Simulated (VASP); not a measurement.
# Si23O47 (a cell with a defect) in VASP: relaxation of the atoms with PBEsol

Aim: the relaxation of the atoms of Si23O47 (a cell with a defect) with PBEsol.

Program: VASP 6.6.1. These are calculated values, not measurements. Logs are shortened: lines on timing, memory, paths and dates and some standing lists are left out, and cuts for length are marked.

**1. The cell of the first run**

The cell holds a defect, 70 atoms: a = 8.389 Å, b = 8.389 Å, c = 8.036 Å, α = 90.00°, β = 90.00°, γ = 90.00°.

**2. Relaxation of the atoms, PBEsol**

File INCAR:

```
ALGO = Normal ; EDIFF = 1E-7
EDIFFG = -0.03 ; ENCUT = 520
GGA = PS ; GGA_COMPAT = False
IBRION = 2 ; ISIF = 2
ISMEAR = -1 ; ISYM = -1
KPAR = 1 ; LASPH = True
LCHARG = False ; LREAL = Auto
LWAVE = False ; NELM = 120
NELMIN = 4 ; NSW = 100
PREC = Accurate ; SIGMA = 0.05
```

File KPOINTS:

```
explicit points
1
Reciprocal
  0.25000000   0.25000000   0.25000000 1
```

File POSCAR:

```
Si23O47
1.0
    8.3886930000      0.0000000000      0.0000000000
    0.0000000000      8.3886930000      0.0000000000
    0.0000000000      0.0000000000      8.0356430000
Si O
23 47
Direct
    0.9999660000      0.0006800000      0.9979380000
    0.0004320000      0.9974280000      0.3325800000
    0.9994810000      0.0025200000      0.6625220000
    0.0032180000      0.4991470000      0.9993190000
    0.9990410000      0.4991500000      0.3337730000
    0.9982500000      0.4978200000      0.6663350000
    0.4989540000      0.9981880000      0.0010470000
    0.4989540000      0.9968140000      0.3328480000
    0.4994740000      0.0006020000      0.6650160000
    0.5015110000      0.5008730000      0.9998400000
    0.4993680000      0.5025250000      0.6595070000
    0.2503750000      0.2519930000      0.1673010000
    0.2501250000      0.2480710000      0.5027000000
    0.2458770000      0.2508850000      0.8318640000
    0.2475240000      0.7497950000      0.1661830000
    0.2527220000      0.7505960000      0.4970810000
    0.2472180000      0.7504880000      0.8327710000
    0.7471630000      0.2487200000      0.1668230000
    0.7475170000      0.2500800000      0.5019510000
    0.7497120000      0.2476460000      0.8339580000
    0.7481140000      0.7478940000      0.1605230000
    0.7493770000      0.7513950000      0.5024000000
    0.7490650000      0.7521890000      0.8308160000
    0.1536240000      0.1491540000      0.9978820000
    0.1491800000      0.1560290000      0.3335100000
    0.1504490000      0.1552350000      0.6666450000
    0.1522390000      0.6556300000      0.0006250000
    0.1555700000      0.6553890000      0.3342220000
    0.1515230000      0.6518550000      0.6629890000
    0.6521160000      0.1561190000      0.0025530000
    0.6531930000      0.1560310000      0.3308290000
    0.6532670000      0.1540670000      0.6663170000
    0.6483770000      0.6560080000      0.0018280000
    0.6537110000      0.6538580000      0.3370010000
    0.6546310000      0.6517950000      0.6696050000
    0.3490460000      0.3462550000      0.0003780000
    0.3467090000      0.3476010000      0.3309580000
    0.3452450000      0.3464520000      0.6669400000
    0.3489170000      0.8484340000      0.0042830000
    0.3481240000      0.8430500000      0.3293200000
    0.3473150000      0.8459350000      0.6653070000
    0.8434230000      0.3462100000      0.9975860000
    0.8456710000      0.3467720000      0.3353200000
    0.8446520000      0.3470000000      0.6697610000
    0.8450490000      0.8476680000      0.0027710000
    0.8505200000      0.8462810000      0.3323130000
    0.8493440000      0.8527160000      0.6679180000
    0.0961570000      0.4035390000      0.1640880000
    0.0937390000      0.4042650000      0.4984170000
    0.0979730000      0.4004390000      0.8289330000
    0.0988750000      0.9030720000      0.1665710000
    0.0960410000      0.9009070000      0.4977360000
    0.5972950000      0.4051580000      0.1691730000
    0.5953010000      0.4030270000      0.5004370000
    0.6018530000      0.4045650000      0.8391840000
    0.5981060000      0.9037500000      0.1637930000
    0.5955610000      0.9026650000      0.5009330000
    0.5955510000      0.9045760000      0.8351600000
    0.4014930000      0.0983450000      0.1706380000
    0.4039400000      0.0963480000      0.5014620000
    0.4027520000      0.0983590000      0.8332890000
    0.4059440000      0.6014930000      0.1642750000
    0.3999560000      0.5949480000      0.5013360000
    0.4033750000      0.6003350000      0.8343960000
    0.9010040000      0.0950310000      0.1648170000
    0.9031330000      0.0932890000      0.5010270000
    0.9004090000      0.0962750000      0.8352780000
    0.9010110000      0.5988180000      0.1681770000
    0.9039540000      0.5944530000      0.5025440000
    0.9002410000      0.5973350000      0.8375850000
```

Potentials or basis: VASP PAW PBE potentials, release 64 (Si, O).

Launch:

```console
cat potpaw_PBE.64/Si/POTCAR potpaw_PBE.64/O/POTCAR > POTCAR
mpirun -np 4 vasp_std > vasp.out
```

OUTCAR:

```text
EDIFF = 1E-7
   EDIFFG = -0.03
   ENCUT = 520
   GGA = PS
   IBRION = 2
   ISIF = 2
   ISMEAR = -1
   ISYM = -1
   LASPH = True
   LREAL = Auto
   NELM = 120
   NELMIN = 4
   NSW = 100
   PREC = Accurate

 ion  position               nearest neighbor table
   1  1.000  0.001  0.998-  67 1.75  65 1.76  51 1.79  24 1.79  45 1.83   2 2.69   3 2.70
   2  0.000  0.997  0.333-  52 1.75  51 1.76  66 1.77  65 1.78  46 1.79  25 1.82   3 2.65   1 2.69

   3  0.999  0.003  0.663-  66 1.71  52 1.77  47 1.78  67 1.80  26 1.80   2 2.65   1 2.70
   4  0.003  0.499  0.999-  48 1.73  70 1.76  50 1.79  68 1.81  27 1.81  42 1.86   6 2.68   5 2.69

   5  0.999  0.499  0.334-  49 1.74  69 1.76  68 1.77  48 1.78  43 1.81  28 1.86   6 2.67   4 2.69

   6  0.998  0.498  0.666-  69 1.74  50 1.75  49 1.75  44 1.81  70 1.81  29 1.82   5 2.67   4 2.68

   7  0.499  0.998  0.001-  56 1.74  58 1.75  39 1.78  61 1.78  59 1.80  30 1.85   8 2.67   9 2.70
[... 60 lines left out ...]
  54  0.595  0.403  0.500-  11 1.73  19 1.81
  55  0.602  0.405  0.839-  10 1.74  20 1.81  11 1.87
  56  0.598  0.904  0.164-   7 1.74   8 1.77  21 1.81
  57  0.596  0.903  0.501-   9 1.75   8 1.76  22 1.81
  58  0.596  0.905  0.835-   7 1.75   9 1.78  23 1.81
  59  0.401  0.098  0.171-   8 1.76   7 1.80  12 1.81
  60  0.404  0.096  0.501-   9 1.74   8 1.78  13 1.81
  61  0.403  0.098  0.833-   9 1.78   7 1.78  14 1.84
  62  0.406  0.601  0.164-  10 1.76  15 1.82
  63  0.400  0.595  0.501-  11 1.71  16 1.80
  64  0.403  0.600  0.834-  10 1.77  11 1.82  17 1.82
  65  0.901  0.095  0.165-   1 1.76   2 1.78  18 1.82
  66  0.903  0.093  0.501-   3 1.71   2 1.77  19 1.85
  67  0.900  0.096  0.835-   1 1.75  20 1.79   3 1.80
  68  0.901  0.599  0.168-   5 1.77  21 1.79   4 1.81
  69  0.904  0.594  0.503-   6 1.74   5 1.76  22 1.85
  70  0.900  0.597  0.838-   4 1.76   6 1.81  23 1.82

IMPORTANT INFORMATION: All symmetrisations will be switched off!
NOSYMM: (Re-)initialisation of all symmetry stuff for point group C_1.

----------------------------------------------------------------------------------------

                                     Primitive cell

  volume of cell :     565.4696

  direct lattice vectors                    reciprocal lattice vectors
     8.388693000  0.000000000  0.000000000     0.119208082  0.000000000  0.000000000
     0.000000000  8.388693000  0.000000000     0.000000000  0.119208082  0.000000000
     0.000000000  0.000000000  8.035643000     0.000000000  0.000000000  0.124445548

  length of vectors
     8.388693000  8.388693000  8.035643000     0.119208082  0.119208082  0.124445548

  position of ions in fractional coordinates (direct lattice)
     0.999966000  0.000680000  0.997938000
     0.000432000  0.997428000  0.332580000
     0.999481000  0.002520000  0.662522000
     0.003218000  0.499147000  0.999319000
     0.999041000  0.499150000  0.333773000
     0.998250000  0.497820000  0.666335000
[... 62 lines left out ...]
     0.903954000  0.594453000  0.502544000
     0.900241000  0.597335000  0.837585000

  ion indices of the primitive-cell ions
   primitive index   ion index
                 1           1
                 2           2
                 3           3
                 4           4
                 5           5
                 6           6
[... 62 lines left out ...]
                69          69
                70          70

----------------------------------------------------------------------------------------

 KPOINTS: explicit points

Read explicit list of k-points.

 Found      1 k-points:

 Following reciprocal coordinates:
            Coordinates               Weight
  0.250000  0.250000  0.250000      1.000000
   k-points           NKPTS =      1   k-points in BZ     NKDIM =      1   number of bands    NBANDS=    224
   number of dos      NEDOS =    301   number of ions     NIONS =     70
   total plane-waves  NPLWV = 245760
   dimension x,y,z NGX =    64 NGY =   64 NGZ =   60
   dimension x,y,z NGXF=   128 NGYF=  128 NGZF=  120
   ions per type =              23  47
   NGX,Y,Z   is equivalent  to a cutoff of  12.68, 12.68, 12.41 a.u.
   NGXF,Y,Z  is equivalent  to a cutoff of  25.37, 25.37, 24.83 a.u.
 SYSTEM =  unknown system
   PREC   = accura    normal or accurate (medium, high low for compatibility)
   ISTART =      0    job   : 0-new  1-cont  2-samecut
   ICHARG =      2    charge: 1-file 2-atom 10-const
   ISPIN  =      1    spin polarized calculation?
   LNONCOLLINEAR =      F non collinear calculations
   LSORBIT =      F    spin-orbit coupling
   LASPH  =      T    aspherical Exc in radial PAW
   ENCUT  =  520.0 eV  38.22 Ry    6.18 a.u.  15.60 15.60 14.94*2*pi/ulx,y,z
   NELM   =    120;   NELMIN=  4; NELMDL= -5     # of ELM steps
   EDIFF  = 0.1E-06   stopping-criterion for ELM
   LREAL  =      T    real-space projection
   EDIFFG = -.3E-01   stopping-criterion for IOM
   NSW    =    100    number of steps for IOM
   IBRION =      2    ionic relax: 0-MD 1-quasi-New 2-CG
   NFREE  =      1    steps in history (QN), initial steepest desc. (CG)
   ISIF   =      2    stress and relaxation
   ISYM   =     -1    0-nonsym 1-usesym 2-fastsym
   POTIM  = 0.5000    time-step for ionic-motion
   TEBEG  =    0.0;   TEEND  =   0.0 temperature during run
   PSTRESS=    0.0 pullay stress
   NELECT =     374.0000    total number of electrons
   NUPDOWN=      -1.0000    fix difference up-down
   EMIN   =  10.00;   EMAX   =-10.00  energy-range for DOS
   EFERMI =   0.00;   METHOD = LEGACY
   ISMEAR =    -1;   SIGMA  =   0.05  broadening in eV -4-tet -1-fermi 0-gaus
   EFERMI_NEDOS =   21; number of points for ismear=-14 and -15
   IALGO  =     38    algorithm
   IMIX   =      4    mixing-type and parameters
     AMIX     =   0.40;   BMIX     =  1.00
     AMIX_MAG =   1.60;   BMIX_MAG =  1.00
  volume/ion in A,a.u.               =       8.08        54.51
  Fermi-wavevector in a.u.,A,eV,Ry     =   1.426359  2.695428 27.681067  2.034501
  Thomas-Fermi vector in A             =   2.546645
   LORBIT       =      0    0 simple, 1 ext, 2 COOP (PROOUT), +10 PAW based schemes
   GGA     = PS    functional components
   LHFCALC =     F    Hartree Fock is set to
   AEXX    =    0.0000 exact exchange contribution
   IVDW    =     0    specifies the selected vdW correction
   LEPSILON=     F    determine dielectric tensor
   LRPA    =     F    only Hartree local field effects (RPA)
 conjugate gradient relaxation of ions
 non-spin polarized calculation
  energy-cutoff  :      520.00
  volume of cell :      565.47
 maximum number of plane-waves:     15222
 NGX is ok and might be reduce to    64
   NGX = 31   NGY = 31   NGZ = 29

--------------------------------------- Ionic step        1  -------------------------------------------

 number of electron     373.9999988 magnetization

 Free energy of the ion-electron system (eV)
  ---------------------------------------------------
  ext. energy  EPLUGINS =         0.00000000
  ---------------------------------------------------
  free energy    TOTEN  =      -554.68683964 eV

  energy without entropy =     -554.49519296  energy(sigma->0) =     -554.59101630

------------------------ aborting loop because EDIFF is reached ----------------------------------------

  FORCE on cell =-STRESS in cart. coord.  units (eV):
  Direction    XX          YY          ZZ          XY          YZ          ZX
  --------------------------------------------------------------------------------------
  -------------------------------------------------------------------------------------
  Total        1.8454898      2.9806279      1.2493414      5.2028787     -0.7042729      2.4021730
  in kB        5.2289322      8.4451838      3.5398305     14.7416144     -1.9954568      6.8062145
  external PRESSURE =       5.7379822 kB  Pullay stress =       0.0000000 kB
[... 293 lines left out ...]
  FREE ENERGIE OF THE ION-ELECTRON SYSTEM (eV)
  ---------------------------------------------------
  free  energy   TOTEN  =      -558.2611945393 eV

  energy  without entropy=     -558.1533686020  energy(sigma->0) =     -558.20728157

[... ionic steps 4 to 22 ...]

--------------------------------------- Ionic step       23  -------------------------------------------

 number of electron     373.9999913 magnetization

------------------------ aborting loop because EDIFF is reached ----------------------------------------

  FORCE on cell =-STRESS in cart. coord.  units (eV):
  Direction    XX          YY          ZZ          XY          YZ          ZX
  --------------------------------------------------------------------------------------
  -------------------------------------------------------------------------------------
  Total       12.7887701     12.8300404     12.6242926     -9.1374293      1.3167170      1.2794608
  in kB       36.2351553     36.3520887     35.7691318    -25.8896021      3.7307298      3.6251696
  external PRESSURE =      36.1187920 kB  Pullay stress =       0.0000000 kB
[... 193 lines left out ...]
  energy  without entropy=     -560.1839874765  energy(sigma->0) =     -560.23482647

--------------------------------------- Ionic step       25  -------------------------------------------

 number of electron     373.9999911 magnetization

 Free energy of the ion-electron system (eV)
  ---------------------------------------------------
  ext. energy  EPLUGINS =         0.00000000
  ---------------------------------------------------
  free energy    TOTEN  =      -560.28571034 eV

  energy without entropy =     -560.18405287  energy(sigma->0) =     -560.23488160

 E-fermi :   7.2460     XC(G=0): -12.2671

 val. band max:        7.1557288824   @ k =   0.2500   0.2500   0.2500
 cond. band min:       7.3256036475   @ k =   0.2500   0.2500   0.2500
 fundamental gap:      0.1698747650
 Fermi energy:         7.2460270737

 k-point     1 :       0.2500    0.2500    0.2500
  band No.  band energies     occupation
      1     -14.7663      2.00000
      2     -14.2447      2.00000
      3     -14.1834      2.00000
      4     -13.9454      2.00000
      5     -13.6553      2.00000
      6     -13.5456      2.00000
[... 191 lines left out ...]
    198      15.0326      0.00000
    199      15.1535      0.00000
 [bands above 199 left out]

------------------------ aborting loop because EDIFF is reached ----------------------------------------

  FORCE on cell =-STRESS in cart. coord.  units (eV):
  Direction    XX          YY          ZZ          XY          YZ          ZX
  --------------------------------------------------------------------------------------
  -------------------------------------------------------------------------------------
  Total       12.7422764     12.7551499     12.6607071     -9.1349844      1.3087481      1.3107192
  in kB       36.1034219     36.1398972     35.8723071    -25.8826750      3.7081509      3.7137358
  external PRESSURE =      36.0385421 kB  Pullay stress =       0.0000000 kB
[... 85 lines left out ...]
  FREE ENERGIE OF THE ION-ELECTRON SYSTEM (eV)
  ---------------------------------------------------
  free  energy   TOTEN  =      -560.2857103413 eV

  energy  without entropy=     -560.1840528673  energy(sigma->0) =     -560.23488160

 reached required accuracy - stopping structural energy minimisation
```

Wall time 30 min (4 MPI ranks of Intel Xeon Platinum 8259CL at 2.50GHz (Skylake/Cascade Lake), shared host); peak memory 0.27 GiB.

What came out:

```yaml
Free_energy: -560.2857 eV
Energy_gained_by_relaxing: 80.0 meV/atom
Ionic_steps: 25
Pressure_after_relaxing: 3.6 GPa
Largest_force_after_relaxing: 0.028 eV/Å
```

Forces on the atoms (eV/Å):
```
Si   0.005 -0.010  0.016
Si   0.005 -0.002  0.000
Si   0.008 -0.002 -0.001
Si  -0.009  0.002  0.006
Si   0.000 -0.007  0.010
Si  -0.008  0.008 -0.018
Si   0.002  0.006  0.006
Si   0.009  0.000  0.000
Si  -0.003  0.007 -0.002
Si   0.003 -0.003 -0.007
Si  -0.001 -0.009  0.008
Si  -0.005 -0.008  0.001
Si  -0.001 -0.007 -0.004
Si  -0.008  0.013 -0.001
Si   0.004 -0.012 -0.005
Si   0.005 -0.006  0.003
Si   0.015 -0.020  0.001
Si  -0.007  0.002  0.011
Si   0.000  0.001 -0.014
Si  -0.005  0.008  0.009
Si   0.011  0.003  0.000
Si   0.014  0.006  0.012
Si  -0.010  0.014  0.009
O    0.003  0.012 -0.011
O   -0.006  0.006 -0.006
O   -0.011  0.003  0.005
O    0.013 -0.001  0.002
O   -0.001  0.003 -0.006
O    0.013  0.006 -0.002
O    0.009  0.003 -0.008
O    0.014  0.005  0.003
O    0.006  0.000  0.006
O    0.011  0.010 -0.004
O   -0.017 -0.003 -0.010
O    0.014  0.013 -0.001
O   -0.013 -0.013  0.000
O   -0.002  0.018  0.002
O   -0.009 -0.003  0.003
O   -0.004 -0.009 -0.003
O   -0.005  0.003  0.002
O    0.002 -0.011 -0.002
O   -0.001 -0.003 -0.008
O   -0.005 -0.017  0.000
O   -0.009 -0.012  0.011
O   -0.006 -0.002 -0.003
O   -0.004  0.003  0.004
O   -0.010 -0.001  0.006
O   -0.011  0.005 -0.001
O   -0.009  0.008 -0.004
O   -0.022 -0.003  0.008
O   -0.005  0.007 -0.007
O   -0.002  0.000 -0.005
O    0.018 -0.015  0.014
O    0.014 -0.020 -0.008
O   -0.006  0.007  0.000
O   -0.014  0.012  0.002
O   -0.007  0.011  0.001
O    0.002  0.020  0.001
O    0.014  0.002  0.003
O    0.021  0.000 -0.007
O    0.000  0.001  0.002
O   -0.012  0.018  0.008
O   -0.014  0.011 -0.006
O   -0.005  0.013 -0.001
O    0.011 -0.014 -0.009
O    0.004 -0.001  0.003
O    0.015 -0.014 -0.019
O    0.003 -0.020  0.003
O   -0.003 -0.015 -0.002
O    0.001 -0.010  0.003
```

Step by step:
```tsv
step	energy change (eV)	largest force (eV/Å)	pressure (GPa)
1	0.0000	3.7677	0.57
2	-2.8379	4.5255	3.69
3	-3.5744	3.7235	1.88
4	-3.9962	4.9718	4.70
5	-4.7309	2.5688	3.19
6	-4.9604	2.5692	2.61
7	-5.3255	0.8253	2.59
8	-5.4922	0.6066	3.19
9	-5.4983	0.5372	3.08
10	-5.5468	0.4613	3.51
11	-5.5484	0.3590	3.44
12	-5.5713	0.2899	3.50
13	-5.5715	0.3149	3.51
14	-5.5834	0.3398	3.52
15	-5.5835	0.2780	3.52
16	-5.5905	0.0947	3.57
17	-5.5906	0.1274	3.57
18	-5.5941	0.0919	3.64
19	-5.5942	0.1052	3.65
20	-5.5966	0.0942	3.64
21	-5.5966	0.1080	3.63
22	-5.5982	0.0671	3.61
23	-5.5982	0.0653	3.61
24	-5.5988	0.0438	3.60
25	-5.5989	0.0277	3.60
```

Final structure:
```
Si O
1.0
     8.38869    0.00000    0.00000
     0.00000    8.38869    0.00000
     0.00000    0.00000    8.03564
Si O
23 47
Direct
  0.98933 0.01010 0.01851
  0.99936 0.00034 0.33334
  0.98960 0.01035 0.64817
  0.99905 0.49984 0.99894
  0.00008 0.49981 0.33322
  0.99876 0.49876 0.66759
  0.50098 0.00100 0.99903
  0.49995 0.99968 0.33335
  0.49994 0.00070 0.66763
  0.49971 0.49946 0.01449
  0.50027 0.50001 0.65208
  0.25281 0.25095 0.17062
  0.25298 0.25128 0.49546
  0.24998 0.24920 0.83339
  0.25276 0.74689 0.16582
  0.25286 0.74700 0.50086
  0.27147 0.72830 0.83333
  0.74164 0.25769 0.16752
  0.74207 0.25817 0.49904
  0.73488 0.26486 0.83325
  0.74839 0.74673 0.17114
  0.74872 0.74690 0.49593
  0.75046 0.74974 0.83316
  0.15255 0.14684 0.00010
  0.14761 0.14800 0.33327
  0.15271 0.14700 0.66656
  0.14406 0.66425 0.99057
  0.15003 0.65502 0.33313
  0.14496 0.66218 0.67508
  0.65934 0.14726 0.99474
  0.65005 0.15346 0.33317
  0.65831 0.14793 0.67124
  0.65468 0.65499 0.00050
  0.65825 0.65828 0.33389
  0.65495 0.65487 0.66604
  0.34486 0.34471 0.00054
  0.34147 0.34139 0.33272
  0.34478 0.34494 0.66607
  0.33761 0.85475 0.99160
  0.34475 0.84969 0.33353
  0.33555 0.85564 0.67606
  0.85186 0.34142 0.99532
  0.84631 0.34973 0.33340
  0.85253 0.34042 0.67181
  0.85266 0.84706 0.00007
  0.85170 0.85212 0.33337
  0.85282 0.84716 0.66653
  0.09614 0.40306 0.16460
  0.09640 0.40260 0.50166
  0.09927 0.40377 0.83348
  0.09550 0.90436 0.16530
  0.09535 0.90422 0.50144
  0.60314 0.39813 0.15382
  0.60159 0.39664 0.51267
  0.59368 0.40602 0.83327
  0.59718 0.90336 0.16496
  0.59671 0.90362 0.50198
  0.59598 0.90050 0.83307
  0.40292 0.09494 0.16532
  0.40262 0.09532 0.50126
  0.40553 0.10047 0.83345
  0.39352 0.60702 0.14915
  0.39265 0.60618 0.51746
  0.40947 0.59015 0.83331
  0.89695 0.10286 0.17280
  0.89691 0.10276 0.49388
  0.92869 0.07100 0.83337
  0.90436 0.59712 0.16534
  0.90478 0.59682 0.50127
  0.89924 0.59426 0.83312
```

Caveat: the PAW data sets were made with another functional, which shifts forces and pressure a little.
